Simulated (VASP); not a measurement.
Input of a VASP 6.6.1 run:

INCAR

```
PREC = Accurate ; ENCUT = 500
EDIFF = 1E-6 ; ISMEAR = 0
SIGMA = 0.1 ; LREAL = False
LASPH = True ; NELM = 120
ALGO = Normal ; ISIF = 2
LWAVE = False ; LCHARG = False
GGA = PS ; NBANDS = 17
GGA_COMPAT = False
```

KPOINTS

```
Automatic mesh
0
Gamma
  6 6 6
```

POSCAR

```
ZrSi2
1.0
    3.9620807385      0.0000000000      0.0000000000
   -1.9810403692      3.4312625714      0.0000000000
    0.0000000000      0.0000000000      3.8059229089
Zr Si
1 2
Direct
    0.0000000000      0.0000000000      0.0000000000
    0.3333333333      0.6666666667      0.5000000000
    0.6666666667      0.3333333333      0.5000000000
```

Potentials or basis: VASP PAW PBE potentials, release 64 (Zr_sv, Si).

Launch:

```bash
$ cat potpaw_PBE.64/Zr_sv/POTCAR potpaw_PBE.64/Si/POTCAR > POTCAR
$ mpirun -np 1 vasp_std > vasp.out
```

(1) What does it give for the band gap on the k mesh?

(2) Predict the pressure.

## Answers

(1) zero (band 10 reaches 11.00 eV, above the bottom of band 11 at 9.24 eV).

(2) -4.9 GPa.

Caveat: the PAW data sets were made with another functional, which shifts forces and pressure a little.
